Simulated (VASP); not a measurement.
Input of a VASP 6.6.1 run:

INCAR

```
SYSTEM = Ni
  PREC = Accurate
  ENCUT = 520
  EDIFF = 1E-7
  ISMEAR = -1
  SIGMA = 0.1
  LREAL = .FALSE.
  LASPH = .TRUE.
  NELM = 80
  ALGO = Normal
  ISIF = 2
  LWAVE = .FALSE.
  LCHARG = .FALSE.
  GGA = RE
  NBANDS = 11
```

File KPOINTS:

```
regular mesh
0
G
  18 18 18
  0 0 0
```

Contents of POSCAR:

```
Ni
1.0
   -1.3488209083      1.3488209083      1.3488209083
    1.3488209083     -1.3488209083      1.3488209083
    1.3488209083      1.3488209083     -1.3488209083
Ni
1
Direct
    0.0000000000      0.0000000000      0.0000000000
```

Potentials or basis: VASP PAW PBE potentials, release 64 (Ni).

Run with:

```bash
$ cat potpaw_PBE.64/Ni/POTCAR > POTCAR
$ mpirun -np 1 vasp_std > vasp.out
```

(1) What does it give for the band gap on the k mesh?

(2) Predict the pressure.

Answers

(1) zero (band 5 reaches 11.28 eV, above the bottom of band 6 at 10.09 eV).

(2) 31.4 GPa.

Caveat: the PAW data sets were made with another functional, which shifts forces and pressure a little; the run has no spin polarisation, though such a crystal can be magnetic.
